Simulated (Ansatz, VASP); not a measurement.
One calculation of Bi, two programs

Contents of INCAR:

```
SYSTEM = Bi
PREC     = Accurate       ! precision mode
ENCUT    = 520            ! plane-wave cutoff, eV
EDIFF    = 1E-6           ! SCF threshold, eV
ISMEAR   = 0              ! smearing method
SIGMA    = 0.02           ! smearing width, eV
LREAL    = .False.        ! projectors in reciprocal space
LASPH    = .True.         ! aspherical terms in the spheres
NELM     = 80             ! most SCF steps
ALGO     = Normal         ! electronic algorithm
ISIF     = 2              ! what is computed and relaxed
LWAVE    = .False.        ! write WAVECAR
LCHARG   = .False.        ! write CHGCAR
LDIPOL   = .True.       
IDIPOL   = 3            
DIPOL    = 0.5 0.5 0.500
GGA      = CA             ! functional
NBANDS   = 22             ! bands
```

The input KPOINTS:

```
regular mesh
0
Gamma
  9 9 1
  0 0 0
```

POSCAR

```
Bi
1.0
    4.3510000000      0.0000000000      0.0000000000
   -2.1755000000      3.7680765319      0.0000000000
    0.0000000000      0.0000000000     28.0000000000
Bi
2
Direct
    0.3333333333      0.6666666667      0.5196964286
    0.6666666667      0.3333333333      0.4803035714
```

Input for Ansatz:

```yaml
crystal:
  lattice:
    - [4.351, 0.0, 0.0]
    - [-2.1755, 3.7680765319, 0.0]
    - [0.0, 0.0, 28.0]
  atoms:
    - { symbol: Bi, position: [0.3333333333, 0.6666666667, 0.5196964286] }
    - { symbol: Bi, position: [0.6666666667, 0.3333333333, 0.4803035714] }
  periodic: [true, true, false]
basis:
  ecutwfc: 420
kpoints:
  mp_grid: { grid: [9, 9, 1] }
hamiltonian:
  xc: lda
scf:
  occupations: { method: gaussian, width: 0.02 }
output:
  forces: true
  stress: true
  eigenvalues: true
```

Alike in both runs: task single point; functional LDA; k mesh 9 × 9 × 1; occupations gaussian, width 0.02 eV; no spin polarisation.

```csv
,VASP,Ansatz
version,VASP 6.6.1,Ansatz 0.2.0
potentials or method,"VASP PAW LDA potentials, release 64 (Bi_d), cutoff 520 eV","scalar-relativistic, plane waves, PAW"
valence electrons in the cell,30,30
```

|  | VASP | Ansatz | Ansatz less VASP |
| --- | --- | --- | --- |
| gap on the k mesh at the Fermi level (eV) | 0.14 | 0.14 | +0.005 |
| least direct gap on the mesh (eV) | 0.46 | 0.44 | -0.021 |
| rms of the force components (eV/Å) | 2.114 | 2.089 | -0.0245 |

LDA's correlation is that of Perdew and Zunger in VASP and of Perdew and Wang (1992) in Ansatz. Atom by atom the forces differ by 0.025 eV/Å (rms over components).

Spin-orbit coupling is off throughout.
